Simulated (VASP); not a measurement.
Crystal: ErBe.

```
CELL_PARAMETERS angstrom
3.07844 0.00000 0.00000
-1.53922 2.66601 0.00000
0.00000 0.00000 4.42925
ATOMIC_POSITIONS crystal
Er 0.00000 0.00000 0.00000
Be 0.00000 0.00000 0.50000
```

The cell was generated, and may not be a known phase.

| Item | Value |
| --- | --- |
| Program | VASP 6.6.1 |
| Task | relaxation of cell and atoms |
| Functional | PBE |
| Potentials or basis | VASP PAW PBE potentials, release 64 (Er_3, Be), 4f in core |
| Cutoff | 600 eV |
| k mesh | 7 × 7 × 5 |
| Occupations | gaussian, width 0.2 eV |
| Spin | no spin polarisation |

At the start: pressure 19.7 GPa; volume 18.18 Å³/atom.

Problem. How do energy, volume and symmetry change on relaxing?

Solution. Over 8 steps the energy falls by 708.5 meV/atom and the volume is 22.59 Å³/atom (+24.3 %); space group P6/mmm (No. 191, to 0.1 Å) before and after.

Step by step:
```csv
step,energy change (eV),largest force (eV/Å),pressure (GPa),volume (Å³)
1,0.0000,0.0000,19.67,36.35
2,-1.3916,0.0000,-1.85,48.38
3,-1.3919,0.0000,-1.43,47.83
4,-1.3922,0.0000,-1.64,48.10
5,-1.4126,0.0000,-0.90,46.53
6,-1.4159,0.0000,-0.43,45.72
7,-1.4160,0.0000,-0.38,45.65
8,-1.4170,0.0000,0.00,45.18
```

Final structure:
```yaml
crystal:
  lattice:
    - [3.02299, 0.00000, 0.00000]
    - [-1.51150, 2.61799, 0.00000]
    - [0.00000, 0.00000, 5.70818]
  atoms:
    - { symbol: Er, position: [0.00000, 0.00000, 0.00000] }
    - { symbol: Be, position: [0.00000, 0.00000, 0.50000] }
```

Caveat: the volume moved by over 15 % at a fixed basis, so the end points are rough.
